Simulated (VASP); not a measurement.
# CO2 (I-42d) in VASP: further runs, part 2 of 2

VASP 6.6.1.

## 5. Single point, PBEsol

This run uses another cell than the first one, of 7.84 Å³/atom, 1.042 times its volume.

INCAR

```
PREC = Accurate
ENCUT = 520
EDIFF = 1E-6
ISMEAR = -1
SIGMA = 0.05
LREAL = F
LASPH = T
NELM = 80
ALGO = Normal
ISIF = 2
LWAVE = F
LCHARG = F
GGA = PS
NBANDS = 25
```

KPOINTS

```
regular mesh
0
Gamma
  8 8 8
```

POSCAR

```
CO2
1.0
   -1.9747270000      1.9747270000      3.0140580000
    1.9747270000     -1.9747270000      3.0140580000
    1.9747270000      1.9747270000     -3.0140580000
O C
4 2
Direct
    0.8750000000      0.9597980000      0.5847980000
    0.3750000000      0.2902020000      0.4152020000
    0.0402020000      0.6250000000      0.9152020000
    0.7097980000      0.1250000000      0.0847980000
    0.0000000000      0.0000000000      0.0000000000
    0.7500000000      0.2500000000      0.5000000000
```

Potentials or basis: VASP PAW PBE potentials, release 64 (O, C).

The run is started by

```sh
$ cat potpaw_PBE.64/O/POTCAR potpaw_PBE.64/C/POTCAR > POTCAR
$ mpirun -np 1 vasp_std > vasp.out
```

OUTCAR:

```text
PREC = Accurate
   ENCUT = 520
   EDIFF = 1E-6
   ISMEAR = -1
   LREAL = F
   LASPH = T
   NELM = 80
   ISIF = 2
   GGA = PS

 ion  position               nearest neighbor table
   1  0.875  0.960  0.585-   5 1.40   6 1.40
   2  0.375  0.290  0.415-   5 1.40   6 1.40
   3  0.040  0.625  0.915-   6 1.40   5 1.40
   4  0.710  0.125  0.085-   5 1.40   6 1.40
   5  0.000  0.000  0.000-   1 1.40   2 1.40   4 1.40   3 1.40
   6  0.750  0.250  0.500-   1 1.40   3 1.40   4 1.40   2 1.40

  LATTYP: Found a body centered tetragonal cell.
 ALAT       =     3.9494540000
 C/A-ratio  =     1.5263162959

  Lattice vectors:

 A1 = (  -1.9747270000,   1.9747270000,   3.0140580000)
 A2 = (   1.9747270000,  -1.9747270000,   3.0140580000)
 A3 = (   1.9747270000,   1.9747270000,  -3.0140580000)

Analysis of symmetry for initial positions (statically):
=====================================================================
 Subroutine PRICEL returns:
 Original cell was already a primitive cell.

 Routine SETGRP: Setting up the symmetry group for a
 body centered tetragonal supercell.

 Subroutine GETGRP returns: Found  8 space group operations
 (whereof  4 operations were pure point group operations)
 out of a pool of 16 trial point group operations.

The static configuration has the point symmetry S_4 .
 The point group associated with its full space group is D_2d.

Analysis of symmetry for dynamics (positions and initial velocities):
=====================================================================
 Subroutine PRICEL returns:
 Original cell was already a primitive cell.

 Routine SETGRP: Setting up the symmetry group for a
 body centered tetragonal supercell.

 Subroutine GETGRP returns: Found  8 space group operations
 (whereof  4 operations were pure point group operations)
 out of a pool of 16 trial point group operations.

The dynamic configuration has the point symmetry S_4 .
 The point group associated with its full space group is D_2d.

 Subroutine INISYM returns: Found  8 space group operations
 (whereof  4 operations are pure point group operations),
 and found     1 'primitive' translations

----------------------------------------------------------------------------------------

                                     Primitive cell

  volume of cell :      47.0138

  direct lattice vectors                    reciprocal lattice vectors
    -1.974727000  1.974727000  3.014058000     0.000000000  0.253199556  0.165889309
     1.974727000 -1.974727000  3.014058000     0.253199556  0.000000000  0.165889309
     1.974727000  1.974727000 -3.014058000     0.253199556  0.253199556  0.000000000

  length of vectors
     4.108970562  4.108970562  4.108970562     0.302703284  0.302703284  0.358078246

  position of ions in fractional coordinates (direct lattice)
     0.875000000  0.959798000  0.584798000
     0.375000000  0.290202000  0.415202000
     0.040202000  0.625000000  0.915202000
     0.709798000  0.125000000  0.084798000
     0.000000000  0.000000000  0.000000000
     0.750000000  0.250000000  0.500000000

  ion indices of the primitive-cell ions
   primitive index   ion index
                 1           1
[... 20 lines left out ...]

  Length of vectors
     0.037837911  0.037837911  0.044759781

  Shift w.r.t. Gamma in fractional coordinates (k-lattice)
     0.000000000  0.000000000  0.000000000

 Subroutine IBZKPT returns following result:
 ===========================================

 Found     59 irreducible k-points:

 Following reciprocal coordinates:
            Coordinates               Weight
  0.000000  0.000000  0.000000      1.000000
  0.125000 -0.000000  0.000000      8.000000
  0.250000 -0.000000  0.000000      8.000000
  0.375000 -0.000000  0.000000      8.000000
  0.500000 -0.000000  0.000000      4.000000
  0.125000  0.125000  0.000000      8.000000
[... 16 lines left out ...]
  0.250000  0.125000  0.125000     16.000000
  0.375000  0.125000  0.125000      8.000000
 [... further k-points ...]
   k-points           NKPTS =     59   k-points in BZ     NKDIM =     59   number of bands    NBANDS=     25
   number of dos      NEDOS =    301   number of ions     NIONS =      6
   total plane-waves  NPLWV =  32768
   dimension x,y,z NGX =    32 NGY =   32 NGZ =   32
   dimension x,y,z NGXF=    64 NGYF=   64 NGZF=   64
   ions per type =               4   2
   NGX,Y,Z   is equivalent  to a cutoff of  12.95, 12.95, 12.95 a.u.
   NGXF,Y,Z  is equivalent  to a cutoff of  25.89, 25.89, 25.89 a.u.
 SYSTEM =  unknown system
   PREC   = accura    normal or accurate (medium, high low for compatibility)
   ISTART =      0    job   : 0-new  1-cont  2-samecut
   ICHARG =      2    charge: 1-file 2-atom 10-const
   ISPIN  =      1    spin polarized calculation?
   LNONCOLLINEAR =      F non collinear calculations
   LSORBIT =      F    spin-orbit coupling
   LASPH  =      T    aspherical Exc in radial PAW
   ENCUT  =  520.0 eV  38.22 Ry    6.18 a.u.   7.64  7.64  7.64*2*pi/ulx,y,z
   NELM   =     80;   NELMIN=  2; NELMDL= -5     # of ELM steps
   EDIFF  = 0.1E-05   stopping-criterion for ELM
   LREAL  =      F    real-space projection
   EDIFFG = 0.1E-04   stopping-criterion for IOM
   NSW    =      0    number of steps for IOM
   IBRION =     -1    ionic relax: 0-MD 1-quasi-New 2-CG
   NFREE  =      0    steps in history (QN), initial steepest desc. (CG)
   ISIF   =      2    stress and relaxation
   ISYM   =      2    0-nonsym 1-usesym 2-fastsym
   POTIM  = 0.5000    time-step for ionic-motion
   TEBEG  =    0.0;   TEEND  =   0.0 temperature during run
   PSTRESS=    0.0 pullay stress
   NELECT =      32.0000    total number of electrons
   NUPDOWN=      -1.0000    fix difference up-down
   EMIN   =  10.00;   EMAX   =-10.00  energy-range for DOS
   EFERMI =   0.00;   METHOD = LEGACY
   ISMEAR =    -1;   SIGMA  =   0.05  broadening in eV -4-tet -1-fermi 0-gaus
   EFERMI_NEDOS =   21; number of points for ismear=-14 and -15
   IALGO  =     38    algorithm
   IMIX   =      4    mixing-type and parameters
     AMIX     =   0.40;   BMIX     =  1.00
     AMIX_MAG =   1.60;   BMIX_MAG =  1.00
  volume/ion in A,a.u.               =       7.84        52.88
  Fermi-wavevector in a.u.,A,eV,Ry     =   1.440068  2.721333 28.215694  2.073795
  Thomas-Fermi vector in A             =   2.558853
   LORBIT       =      0    0 simple, 1 ext, 2 COOP (PROOUT), +10 PAW based schemes
   GGA     = PS    functional components
   LHFCALC =     F    Hartree Fock is set to
   AEXX    =    0.0000 exact exchange contribution
   IVDW    =     0    specifies the selected vdW correction
   LEPSILON=     F    determine dielectric tensor
   LRPA    =     F    only Hartree local field effects (RPA)
 non-spin polarized calculation
  energy-cutoff  :      520.00
  volume of cell :       47.01
 maximum number of plane-waves:      1307
   NGX = 15   NGY = 15   NGZ = 15

 number of electron      32.0000003 magnetization

 Free energy of the ion-electron system (eV)
  ---------------------------------------------------
  ext. energy  EPLUGINS =         0.00000000
  ---------------------------------------------------
  free energy    TOTEN  =       -46.09514708 eV

  energy without entropy =      -46.09514708  energy(sigma->0) =      -46.09514708

 E-fermi :   3.1439     XC(G=0): -11.3354

 val. band max:        2.0724472947   @ k =   0.5000  -0.0000   0.0000
 cond. band min:       9.5989341820   @ k =   0.0000   0.0000   0.0000
 fundamental gap:      7.5264868874
 Fermi energy:         3.1438841981

 k-point     1 :       0.0000    0.0000    0.0000
  band No.  band energies     occupation
      1     -21.8682      2.00000
      2     -16.7650      2.00000
      3     -16.7650      2.00000
      4     -16.1504      2.00000
      5     -12.5014      2.00000
      6      -7.5847      2.00000
[... 661 lines left out ...]
     24      16.2143      0.00000
     25      17.0210      0.00000

 [... further k-points ...]
[... 5 lines left out ...]
  --------------------------------------------------------------------------------------
  -------------------------------------------------------------------------------------
  Total       -1.2749835     -1.2749835     -1.7793739      0.0000000      0.0000000      0.0000000
  in kB      -43.4499646    -43.4499646    -60.6390051      0.0000000      0.0000000      0.0000000
  external PRESSURE =     -49.1796448 kB  Pullay stress =       0.0000000 kB

 VOLUME and BASIS-vectors are now :
 -----------------------------------------------------------------------------
  energy-cutoff  :      520.00
  volume of cell :       47.01
      direct lattice vectors                 reciprocal lattice vectors
    -1.974727000  1.974727000  3.014058000     0.000000000  0.253199556  0.165889309
     1.974727000 -1.974727000  3.014058000     0.253199556  0.000000000  0.165889309
     1.974727000  1.974727000 -3.014058000     0.253199556  0.253199556  0.000000000

 POSITION                                       TOTAL-FORCE (eV/Angst)
 -----------------------------------------------------------------------------------
      1.32227      0.98736      3.76757         0.120146      0.000000     -0.000000
      0.65246      0.98736      0.75351        -0.120146      0.000000     -0.000000
      2.96209      0.65246     -0.75351        -0.000000     -0.120146     -0.000000
     -0.98736      1.32227      2.26054        -0.000000      0.120146     -0.000000
      0.00000      0.00000      0.00000        -0.000000      0.000000      0.000000
     -0.00000      1.97473      1.50703        -0.000000      0.000000     -0.000000
 -----------------------------------------------------------------------------------
    total drift:                                0.000001      0.000001      0.000001

  FREE ENERGIE OF THE ION-ELECTRON SYSTEM (eV)
  ---------------------------------------------------
  free  energy   TOTEN  =       -46.0951470834 eV

  energy  without entropy=      -46.0951470834  energy(sigma->0) =      -46.09514708
```

OSZICAR:

```text
N       E                     dE             d eps       ncg     rms          rms(c)
DAV:   1     0.151064222103E+03    0.15106E+03   -0.18516E+04  2950   0.127E+03
DAV:   2    -0.412285107560E+02   -0.19229E+03   -0.18484E+03  3828   0.296E+02
DAV:   3    -0.488583717558E+02   -0.76299E+01   -0.75849E+01  3955   0.569E+01
DAV:   4    -0.489191577643E+02   -0.60786E-01   -0.60742E-01  3474   0.579E+00
DAV:   5    -0.489197658575E+02   -0.60809E-03   -0.60781E-03  3912   0.552E-01    0.125E+01
DAV:   6    -0.461680356324E+02    0.27517E+01   -0.54686E+00  3708   0.191E+01    0.513E+00
DAV:   7    -0.461235654092E+02    0.44470E-01   -0.65048E-01  3731   0.553E+00    0.284E+00
DAV:   8    -0.460987270666E+02    0.24838E-01   -0.69430E-02  3684   0.240E+00    0.511E-01
DAV:   9    -0.460951263233E+02    0.36007E-02   -0.15465E-02  3830   0.104E+00    0.183E-01
DAV:  10    -0.460951842226E+02   -0.57899E-04   -0.19494E-03  3850   0.325E-01    0.689E-02
DAV:  11    -0.460951416844E+02    0.42538E-04   -0.18659E-04  3657   0.106E-01    0.204E-02
DAV:  12    -0.460951468597E+02   -0.51753E-05   -0.19719E-05  3569   0.322E-02    0.529E-03
DAV:  13    -0.460951470834E+02   -0.22377E-06   -0.23818E-06  3353   0.118E-02
   1 F= -.46095147E+02 E0= -.46095147E+02  d E =-.470141E-10
```

It took 1.8 min on 1 thread of AMD EPYC 7R13, shared host; peak memory 0.17 GiB.

Results:

- Free energy: -46.0951 eV
- Pressure: -4.9 GPa
- Largest force: 0.120 eV/Å
- Band gap on the k mesh: 7.53 eV, indirect (least direct gap 8.00 eV)

Forces on the atoms (eV/Å):
```
O    0.120  0.000  0.000
O   -0.120  0.000  0.000
O    0.000 -0.120  0.000
O    0.000  0.120  0.000
C    0.000  0.000  0.000
C    0.000  0.000  0.000
```

Caveat: the PAW data sets were made with another functional, which shifts forces and pressure a little. As with any semilocal functional, this PBEsol gap is likely too small.

## 6. Single point, PBEsol

This run uses another cell than the first one, of 7.91 Å³/atom, 1.052 times its volume.

INCAR

```
SYSTEM = CO2
  PREC = Accurate
  ENCUT = 520
  EDIFF = 1E-6
  ISMEAR = -1
  SIGMA = 0.05
  LREAL = .False.
  LASPH = .True.
  NELM = 100
  ALGO = Normal
  ISIF = 2
  LWAVE = .False.
  LCHARG = .False.
  GGA = PS
  NBANDS = 25
```

KPOINTS

```
regular mesh
0
Gamma
  8 8 8
  0 0 0
```

POSCAR: that of step 5 with these lines changed.

```diff
@@ -2,5 +2,5 @@
 1.0
-   -1.9747270000      1.9747270000      3.0140580000
-    1.9747270000     -1.9747270000      3.0140580000
-    1.9747270000      1.9747270000     -3.0140580000
+   -1.9747270000      1.9747270000      3.0441985800
+    1.9747270000     -1.9747270000      3.0441985800
+    1.9747270000      1.9747270000     -3.0441985800
 O C
```

Potentials or basis: VASP PAW PBE potentials, release 64 (O, C).

The run is started by

```sh
$ cat potpaw_PBE.64/O/POTCAR potpaw_PBE.64/C/POTCAR > POTCAR
$ mpirun -np 1 vasp_std > vasp.out
```

Run time: 1.8 min. Hardware: 1 thread of AMD EPYC 7R13, shared host; peak memory 0.16 GiB.

It converged, with:

```
Free energy            : -46.0737 eV
Pressure               : -7.3 GPa
Largest force          : 0.204 eV/Å
Band gap on the k mesh : 7.50 eV, indirect (least direct gap 7.92 eV)
```

Forces in eV/Å, atoms in the order of the input:
```
O    0.204  0.000  0.000
O   -0.204  0.000  0.000
O    0.000 -0.204  0.000
O    0.000  0.204  0.000
C    0.000  0.000  0.000
C    0.000  0.000  0.000
```

Stress tensor (GPa, compression positive):
```
-6.20  0.00  0.00
 0.00 -6.20  0.00
 0.00  0.00 -9.39
```

Levels at points of the mesh, in eV from the valence-band top:
| k point | band 14 | band 15 | band 16 | band 17 | band 18 | band 19 |
| --- | --- | --- | --- | --- | --- | --- |
| (0.00, 0.00, 0.00) | -0.86 | -0.86 | -0.51 | 7.50 | 8.83 | 8.96 |
| (0.50, 0.00, 0.00) | -1.35 | -0.40 | -0.01 | 7.96 | 9.18 | 9.49 |
| (0.50, 0.50, 0.00) | -0.63 | -0.50 | -0.50 | 8.60 | 8.60 | 9.72 |
| (0.50, 0.50, 0.50) | -2.84 | 0.00 | 0.00 | 8.60 | 8.60 | 10.43 |

Caveat: the PAW data sets were made with another functional, which shifts forces and pressure a little.

## 7. Overview

| cell | gap on the mesh (eV) | pressure (GPa) | largest force (eV/Å) |
| --- | --- | --- | --- |
| a = 4.021 Å, angles 121.2, 121.2, 88.0°, 6 atoms | 7.57 | 5.6 | 0.26 |
| a = 4.065 Å, angles 121.9, 121.9, 86.8°, 6 atoms | 7.55 | 0.1 | 0.06 |
| a = 4.087 Å, angles 122.2, 122.2, 86.2°, 6 atoms | 7.54 | -2.5 | 0.03 |
| a = 4.109 Å, angles 122.6, 122.6, 85.6°, 6 atoms | 7.53 | -4.9 | 0.12 |
| a = 4.131 Å, angles 122.9, 122.9, 85.1°, 6 atoms | 7.50 | -7.3 | 0.20 |

Alike in all rows: task single point; level PBEsol; potentials or basis VASP PAW PBE potentials, release 64 (O, C); no spin polarisation; k mesh 8 × 8 × 8; cutoff (eV) 520; smearing fermi-dirac 0.05 eV.

Caveats: the PAW data sets were made with another functional, which shifts forces and pressure a little.

Absolute energies hang on the potentials; compare differences alone.
